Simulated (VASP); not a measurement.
Runs of VASP 6.6.1 on Ta4GeIr. The structure is that of space group P6/mmm (No. 191), or close to it. The cells are those of the table. 

```tsv
task	cell	k mesh	cutoff (eV)	gap on the mesh (eV)	pressure (GPa)
single point	a = 4.717, b = 4.717, c = 5.410 Å, angles 90.0, 90.0, 120.0°, 6 atoms	6 × 6 × 4	520	none	-0.1
single point	a = 3.648, b = 3.648, c = 7.417 Å, angles 90.0, 90.0, 120.0°, 6 atoms	6 × 6 × 4	520	none	112.3
relaxation of cell and atoms	relaxed from a = 3.648, b = 3.648, c = 7.417 Å, angles 90.0, 90.0, 120.0°, 6 atoms	6 × 6 × 4	600	none	-0.1
single point	a = 4.719, b = 4.719, c = 5.401 Å, angles 90.0, 90.0, 120.0°, 6 atoms	12 × 12 × 8	520	none	(a)
```

Alike in all rows: level PBE; potentials or basis VASP PAW PBE potentials, release 64 (Ta_pv, Ge_d, Ir); no spin polarisation; smearing gaussian 0.1 eV.

Task: Estimate the missing entries.

Result: (a) 0.2.

Caveats: spin-orbit coupling is left out, which moves the levels of the heavy elements.

A k mesh can miss the band edges, and the runs leave out spin-orbit coupling on Ge, Ir, Ta.

A gap of «none» marks levels without a gap at the run's occupations.
